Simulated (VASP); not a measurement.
# TiAl (Cm) in VASP: single point with PBEsol

Aim: the single point of TiAl with PBEsol.

All numbers are computed with VASP 6.6.1; they aren't measurements. Logs are shortened: lines on timing, memory, paths and dates and some standing lists are left out, and cuts for length are marked.

**1. The cell of the first run**

It takes space group Cm (No. 8, monoclinic). Conventional cell: a = 19.053 Å, b = 3.156 Å, c = 3.156 Å, α = 90.00°, β = 96.34°, γ = 90.00°. Ti (site symmetry m) has 8 Al at 2.73 Å and 7 Ti at 3.16 to 3.68 Å within 3.7 Å. Ti (site symmetry m) has 1 Al at 1.66 Å within 2.2 Å. Within 3.6 Å of Ti (site symmetry m) lie 8 Al at 2.73 Å and 6 Ti at 3.16 Å. Within 2.2 Å of Al (site symmetry m) lie 1 Ti at 1.66 Å. Al (site symmetry m) has 8 Ti at 2.73 Å and 7 Al at 3.16 to 3.68 Å within 3.7 Å. Within 3.6 Å of Al (site symmetry m) lie 8 Ti at 2.73 Å and 6 Al at 3.16 Å.

**2. Single point, PBEsol (the part above a cut slid along it)**

INCAR reads:

```
PREC     = Accurate       # precision mode
ENCUT    = 520            # plane-wave cutoff, eV
EDIFF    = 1E-6           # SCF threshold, eV
ISMEAR   = 0              # smearing method
SIGMA    = 0.15           # smearing width, eV
LREAL    = False          # projectors in reciprocal space
LASPH    = True           # aspherical terms in the spheres
NELM     = 60             # most SCF steps
ALGO     = Fast           # electronic algorithm
ISIF     = 2              # what is computed and relaxed
LWAVE    = False          # write WAVECAR
LCHARG   = False          # write CHGCAR
GGA      = PS             # functional
ISYM     = 0            
NBANDS   = 32             # bands
```

KPOINTS reads:

```
Automatic mesh
0
Gamma
  14 14 5
```

POSCAR reads:

```
TiAl
1.0
    0.0000000000     -3.1560751060      0.0000000000
    0.0000000000      0.0000000000     -3.1560751060
    9.4682253181     -1.0520250353     -1.5780375530
Ti Al
3 3
Direct
   -0.2500000000     -0.3750000000      0.7500000000
   -0.0277777778     -0.0416666667      0.0833333333
   -0.1388888889     -0.2083333333      0.4166666667
    0.1944444444      0.0416666667      0.9166666667
    0.4166666667      0.3750000000      0.2500000000
    0.3055555556      0.2083333333      0.5833333333
```

Potentials or basis: VASP PAW PBE potentials, release 64 (Ti_sv, Al).

Launch:

```console
cat potpaw_PBE.64/Ti_sv/POTCAR potpaw_PBE.64/Al/POTCAR > POTCAR
mpirun -np 1 vasp_std > vasp.out
```

OUTCAR:

```text
PREC = Accurate
   ENCUT = 520
   EDIFF = 1E-6
   ISMEAR = 0
   LREAL = False
   LASPH = True
   NELM = 60
   ISIF = 2
   GGA = PS
   ISYM = 0

 ion  position               nearest neighbor table
   1  0.750  0.625  0.750-   6 2.73   4 2.73   6 2.73   4 2.73   4 2.73   6 2.73   4 2.73   6 2.73

   2  0.972  0.958  0.083-   4 1.66   5 2.73   5 2.73   5 2.73   5 2.73   4 3.07
   3  0.861  0.792  0.417-   6 2.73   6 2.73   6 2.73   6 2.73   5 2.73   5 2.73   5 2.73   5 2.73

   4  0.194  0.042  0.917-   2 1.66   1 2.73   1 2.73   1 2.73   1 2.73   2 3.07   6 3.16
   5  0.417  0.375  0.250-   2 2.73   3 2.73   3 2.73   2 2.73   2 2.73   3 2.73   3 2.73   2 2.73
                             6 3.16
   6  0.306  0.208  0.583-   3 2.73   3 2.73   3 2.73   3 2.73   1 2.73   1 2.73   1 2.73   1 2.73
                             5 3.16   4 3.16

IMPORTANT INFORMATION: All symmetrisations will be switched off!
NOSYMM: (Re-)initialisation of all symmetry stuff for point group C_1.

----------------------------------------------------------------------------------------

                                     Primitive cell

  volume of cell :      94.3112

  direct lattice vectors                    reciprocal lattice vectors
     0.000000000 -3.156075106  0.000000000    -0.035205471 -0.316849240  0.000000000
     0.000000000  0.000000000 -3.156075106    -0.052808207  0.000000000 -0.316849240
     9.468225318 -1.052025035 -1.578037553     0.105616413  0.000000000  0.000000000

  length of vectors
     3.156075106  3.156075106  9.656306223     0.318799100  0.321219781  0.105616413

  position of ions in fractional coordinates (direct lattice)
     0.750000000  0.625000000  0.750000000
     0.972222222  0.958333333  0.083333333
     0.861111111  0.791666667  0.416666667
     0.194444444  0.041666667  0.916666667
     0.416666667  0.375000000  0.250000000
     0.305555556  0.208333333  0.583333333

  ion indices of the primitive-cell ions
   primitive index   ion index
                 1           1
                 2           2
                 3           3
                 4           4
                 5           5
                 6           6

----------------------------------------------------------------------------------------

 KPOINTS: Automatic mesh

Automatic generation of k-mesh.
 Grid dimensions read from file:
 generate k-points for:   14   14    5

 Generating k-lattice:

  Cartesian coordinates                     Fractional coordinates (reciprocal lattice)
    -0.002514677 -0.022632089  0.000000000     0.071428571  0.000000000  0.000000000
    -0.003772015  0.000000000 -0.022632089     0.000000000  0.071428571 -0.000000000
     0.021123283  0.000000000  0.000000000     0.000000000  0.000000000  0.200000000

  Length of vectors
     0.022771364  0.022944270  0.021123283

  Shift w.r.t. Gamma in fractional coordinates (k-lattice)
     0.000000000  0.000000000  0.000000000

 -----------------------------------------------------------------------------
|                                                                             |
|           W    W    AA    RRRRR   N    N  II  N    N   GGGG   !!!           |
|           W    W   A  A   R    R  NN   N  II  NN   N  G    G  !!!           |
|           W    W  A    A  R    R  N N  N  II  N N  N  G       !!!           |
|           W WW W  AAAAAA  RRRRR   N  N N  II  N  N N  G  GGG   !            |
|           WW  WW  A    A  R   R   N   NN  II  N   NN  G    G                |
|           W    W  A    A  R    R  N    N  II  N    N   GGGG   !!!           |
|                                                                             |
|     Your reciprocal lattice and k-lattice belong to different lattice       |
|     classes:                                                                |
|                                                                             |
|        The reciprocal lattice is base-centered monoclinic,                  |
|        whereas your k-lattice is triclinic.                                 |
|                                                                             |
|     Results are often still useful ...                                      |
|                                                                             |
 -----------------------------------------------------------------------------

 WARNING: IBZKPT: internal override: KBLOWUP is changed to .FALSE.
      ... skipping the blow-up phase ...

 Subroutine IBZKPT returns following result:
 ===========================================

 Found    492 irreducible k-points:

 Following reciprocal coordinates:
            Coordinates               Weight
  0.000000  0.000000  0.000000      1.000000
  0.071429  0.000000  0.000000      2.000000
  0.142857  0.000000  0.000000      2.000000
  0.214286  0.000000  0.000000      2.000000
  0.285714  0.000000  0.000000      2.000000
  0.357143  0.000000  0.000000      2.000000
[... 16 lines left out ...]
  0.000000  0.142857  0.000000      2.000000
  0.071429  0.142857  0.000000      2.000000
 [... further k-points ...]
   k-points           NKPTS =    492   k-points in BZ     NKDIM =    492   number of bands    NBANDS=     32
   number of dos      NEDOS =    301   number of ions     NIONS =      6
   total plane-waves  NPLWV =  41472
   dimension x,y,z NGX =    24 NGY =   24 NGZ =   72
   dimension x,y,z NGXF=    48 NGYF=   48 NGZF=  144
   ions per type =               3   3
   NGX,Y,Z   is equivalent  to a cutoff of  12.64, 12.64, 12.40 a.u.
   NGXF,Y,Z  is equivalent  to a cutoff of  25.28, 25.28, 24.79 a.u.
 SYSTEM =  unknown system
   PREC   = accura    normal or accurate (medium, high low for compatibility)
   ISTART =      0    job   : 0-new  1-cont  2-samecut
   ICHARG =      2    charge: 1-file 2-atom 10-const
   ISPIN  =      1    spin polarized calculation?
   LNONCOLLINEAR =      F non collinear calculations
   LSORBIT =      F    spin-orbit coupling
   LASPH  =      T    aspherical Exc in radial PAW
   ENCUT  =  520.0 eV  38.22 Ry    6.18 a.u.   5.87  5.87 17.95*2*pi/ulx,y,z
   NELM   =     60;   NELMIN=  2; NELMDL= -5     # of ELM steps
   EDIFF  = 0.1E-05   stopping-criterion for ELM
   LREAL  =      F    real-space projection
   EDIFFG = 0.1E-04   stopping-criterion for IOM
   NSW    =      0    number of steps for IOM
   IBRION =     -1    ionic relax: 0-MD 1-quasi-New 2-CG
   NFREE  =      0    steps in history (QN), initial steepest desc. (CG)
   ISIF   =      2    stress and relaxation
   ISYM   =      0    0-nonsym 1-usesym 2-fastsym
   POTIM  = 0.5000    time-step for ionic-motion
   TEBEG  =    0.0;   TEEND  =   0.0 temperature during run
   PSTRESS=    0.0 pullay stress
   NELECT =      45.0000    total number of electrons
   NUPDOWN=      -1.0000    fix difference up-down
   EMIN   =  10.00;   EMAX   =-10.00  energy-range for DOS
   EFERMI =   0.00;   METHOD = LEGACY
   ISMEAR =     0;   SIGMA  =   0.15  broadening in eV -4-tet -1-fermi 0-gaus
   EFERMI_NEDOS =   21; number of points for ismear=-14 and -15
   IALGO  =     68    algorithm
   IMIX   =      4    mixing-type and parameters
     AMIX     =   0.40;   BMIX     =  1.00
     AMIX_MAG =   1.60;   BMIX_MAG =  1.00
  volume/ion in A,a.u.               =      15.72       106.07
  Fermi-wavevector in a.u.,A,eV,Ry     =   1.279257  2.417446 22.265926  1.636499
  Thomas-Fermi vector in A             =   2.411753
   LORBIT       =      0    0 simple, 1 ext, 2 COOP (PROOUT), +10 PAW based schemes
   GGA     = PS    functional components
   LHFCALC =     F    Hartree Fock is set to
   AEXX    =    0.0000 exact exchange contribution
   IVDW    =     0    specifies the selected vdW correction
   LEPSILON=     F    determine dielectric tensor
   LRPA    =     F    only Hartree local field effects (RPA)
 non-spin polarized calculation
 RMM-DIIS sequential band-by-band and
 Gauss-broadening in eV      SIGMA  =   0.15
  energy-cutoff  :      520.00
  volume of cell :       94.31
 maximum number of plane-waves:      2571
   NGX = 11   NGY = 11   NGZ = 35

 number of electron      44.9999993 magnetization

 Free energy of the ion-electron system (eV)
  ---------------------------------------------------
  ext. energy  EPLUGINS =         0.00000000
  ---------------------------------------------------
  free energy    TOTEN  =       -31.05144586 eV

  energy without entropy =      -30.97420706  energy(sigma->0) =      -31.01282646

 E-fermi :   8.6548     XC(G=0): -11.2212

 val. band max:        8.6546322050   @ k =   0.4286  -0.3571   0.2000
 cond. band min:       8.6555000870   @ k =  -0.2857   0.3571   0.2000
 fundamental gap:      0.0008678821
 Fermi energy:         8.6547782861

 k-point     1 :       0.0000    0.0000    0.0000
  band No.  band energies     occupation
      1     -48.0306      2.00000
      2     -47.8967      2.00000
      3     -47.6214      2.00000
      4     -24.6147      2.00000
      5     -24.4906      2.00000
      6     -24.3106      2.00000
[... 24 lines left out ...]
     31      11.1163      0.00000
     32      13.6680      0.00000

 k-point     2 :       0.0714    0.0000    0.0000
  band No.  band energies     occupation
      1     -48.0298      2.00000
      2     -47.8959      2.00000
      3     -47.6206      2.00000
      4     -24.6141      2.00000
      5     -24.4896      2.00000
      6     -24.3195      2.00000
[... 24 lines left out ...]
     31      11.0356      0.00000
     32      13.6596      0.00000
[... 733 lines left out ...]
     31      11.0030      0.00000
     32      12.9433      0.00000

 k-point    24 :       0.0714    0.1429    0.0000
  band No.  band energies     occupation
      1     -48.0267      2.00000
      2     -47.8928      2.00000
      3     -47.6176      2.00000
      4     -24.6101      2.00000
      5     -24.4851      2.00000
      6     -24.3302      2.00000
[... 24 lines left out ...]
     31      11.0693      0.00000
     32      13.1298      0.00000

 [... further k-points ...]

------------------------ aborting loop because EDIFF is reached ----------------------------------------

  FORCE on cell =-STRESS in cart. coord.  units (eV):
  Direction    XX          YY          ZZ          XY          YZ          ZX
  --------------------------------------------------------------------------------------
  -------------------------------------------------------------------------------------
  Total       29.6103196      0.6400521     -2.4751459     12.5933646     -0.0000540      0.0001278
  in kB      503.0259998     10.8733332    -42.0482717    213.9385826     -0.0009180      0.0021706
  external PRESSURE =     157.2836871 kB  Pullay stress =       0.0000000 kB

 VOLUME and BASIS-vectors are now :
 -----------------------------------------------------------------------------
  energy-cutoff  :      520.00
  volume of cell :       94.31
      direct lattice vectors                 reciprocal lattice vectors
     0.000000000 -3.156075106  0.000000000    -0.035205471 -0.316849240  0.000000000
     0.000000000  0.000000000 -3.156075106    -0.052808207  0.000000000 -0.316849240
     9.468225318 -1.052025035 -1.578037553     0.105616413  0.000000000  0.000000000

 POSITION                                       TOTAL-FORCE (eV/Angst)
 -----------------------------------------------------------------------------------
      7.10117     -3.15608     -3.15608         0.849020     -0.214335      0.000051
      0.78902     -3.15608     -3.15608        18.916097      7.572680     -0.000077
      3.94509     -3.15608     -3.15608        -0.149137      0.068220      0.000014
      8.67921     -1.57804     -1.57804       -19.453511     -7.263553      0.000018
      2.36706     -1.57804     -1.57804        -0.141685     -0.137826      0.000037
      5.52313     -1.57804     -1.57804        -0.020784     -0.025187     -0.000042
 -----------------------------------------------------------------------------------
    total drift:                               -0.000858      0.000114     -0.000019

  FREE ENERGIE OF THE ION-ELECTRON SYSTEM (eV)
  ---------------------------------------------------
  free  energy   TOTEN  =       -31.0514458586 eV

  energy  without entropy=      -30.9742070631  energy(sigma->0) =      -31.01282646
```

It took 1.9 h on 1 thread of Oxide Virtual Turin-like, shared host; peak memory 1.1 GiB.

What came out:

```yaml
Free_energy: -31.0514 eV
Pressure: 15.7 GPa
Largest_force: 20.765 eV/Å
Band_gap_on_the_k_mesh: zero (an odd number of electrons rules out a gap without spin polarisation)
```

Forces in eV/Å, atoms in the order of the input:
```
Ti    0.849  -0.214   0.000
Ti   18.916   7.573   0.000
Ti   -0.149   0.068   0.000
Al  -19.454  -7.264   0.000
Al   -0.142  -0.138   0.000
Al   -0.021  -0.025   0.000
```

Levels at points of the mesh, in eV from the Fermi level:
```
           k point  band 18  band 19  band 20  band 21  band 22  band 23  band 24  band 25  band 26  band 27
(0.00, 0.00, 0.00)    -1.38    -1.24    -1.05    -0.53    -0.06     0.25     0.80     0.87     1.27     1.36
(0.50, 0.00, 0.00)    -3.05    -1.44    -1.10    -0.54    -0.43    -0.23     0.20     0.38     0.66     0.89
(0.00, 0.50, 0.00)    -2.89    -1.50    -1.26    -0.77    -0.50    -0.28     0.29     0.55     0.73     1.04
(0.50, 0.50, 0.00)    -2.63    -2.36    -2.12    -1.74    -1.06    -0.34     0.32     0.90     1.39     1.45
```

Caveat: the cell differs from its parent crystal (the part above a cut slid along it); atoms lie so close that the PAW spheres overlap strongly, which falsifies energies and pressures; the stress differs along the axes, from -4 to 50 GPa; the PAW data sets were made with another functional, which shifts forces and pressure a little.
